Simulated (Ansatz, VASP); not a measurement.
## Sb: VASP beside Ansatz

```
Sb
1.0
     2.15420    1.24373    3.75800
    -2.15420    1.24373    3.75800
     0.00000   -2.48746    3.75800
Sb
2
Direct
  0.23349 0.23349 0.23349
  0.76651 0.76651 0.76651
```

Alike in both runs: task relaxation of cell and atoms; functional PBE; k mesh 16 × 16 × 16; occupations gaussian, width 0.1 eV; no spin polarisation.

|  | VASP | Ansatz |
| --- | --- | --- |
| version | VASP 6.6.1 | Ansatz 0.2.0 |
| potentials or method | VASP PAW PBE potentials, release 64 (Sb) | scalar-relativistic, plane waves, PAW |
| plane-wave cutoff (eV) | 600 | 420 |
| valence electrons in the cell | 10 | 30 |

|  | VASP | Ansatz | Ansatz less VASP |
| --- | --- | --- | --- |
| gap on the k mesh at the Fermi level, each at its own relaxed structure (eV) | none | none | - |
| relaxed volume (Å³/atom) | 31.77 | 31.86 | +0.090 |
| relaxed cell length with the largest relative difference (Å) | 4.589 | 4.601 | +0.0121 |

A gap of «none» marks a metal or a gap that the smearing closes. VASP's potentials hold 10 valence electrons a cell and Ansatz's 30, so a difference there can come from the potentials and not from the codes.

Neither program's run includes spin-orbit coupling.
